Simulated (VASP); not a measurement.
Input of a VASP 6.6.1 run:

Contents of INCAR:

```
SYSTEM = Ti2C5
PREC     = Accurate       ! precision mode
ENCUT    = 600            ! plane-wave cutoff, eV
EDIFF    = 1E-6           ! SCF threshold, eV
ISMEAR   = 0              ! smearing method
SIGMA    = 0.2            ! smearing width, eV
LREAL    = .False.        ! projectors in reciprocal space
LASPH    = .True.         ! aspherical terms in the spheres
NELM     = 120            ! most SCF steps
ALGO     = Normal         ! electronic algorithm
ISIF     = 2              ! what is computed and relaxed
LWAVE    = .False.        ! write WAVECAR
LCHARG   = .True.         ! write CHGCAR
GGA      = PE             ! functional
LELF     = .True.         ! ELF
LVHAR    = .True.       
NBANDS   = 31             ! bands
GGA_COMPAT= .False.
```

Contents of KPOINTS:

```
regular mesh
0
Gamma
  4 4 4
  0 0 0
```

The input POSCAR:

```
Ti2C5
1.0
    2.4821290393      1.4330578690      3.1085881497
   -2.4821290393      1.4330578690      3.1085881497
    0.0000000000     -2.8661157381      3.1085881497
Ti C
2 5
Direct
    0.0000000000      0.0000000000      0.0000000000
    0.5000000000      0.5000000000      0.5000000000
    0.0000000000      0.0000000000      0.5000000000
    0.5000000000      0.0000000000      0.0000000000
    0.0000000000      0.5000000000      0.0000000000
    0.2214899828      0.2214899828      0.2214899828
    0.7785100172      0.7785100172      0.7785100172
```

Potentials or basis: VASP PAW PBE potentials, release 64 (Ti_sv, C).

Run with:

```sh
$ cat potpaw_PBE.64/Ti_sv/POTCAR potpaw_PBE.64/C/POTCAR > POTCAR
$ mpirun -np 1 vasp_std > vasp.out
```

(1) Predict the pressure.

(2) Predict the largest force.

(3) Predict the band gap on the k mesh.

## Answers

(1) 0.5 GPa.

(2) 0.019 eV/Å.

(3) zero (bands 22 and 23 overlap by 0.92 eV).

Caveat: the k points lie up to 0.40 Å⁻¹ apart, too coarse for converged energies and pressures of a metal.
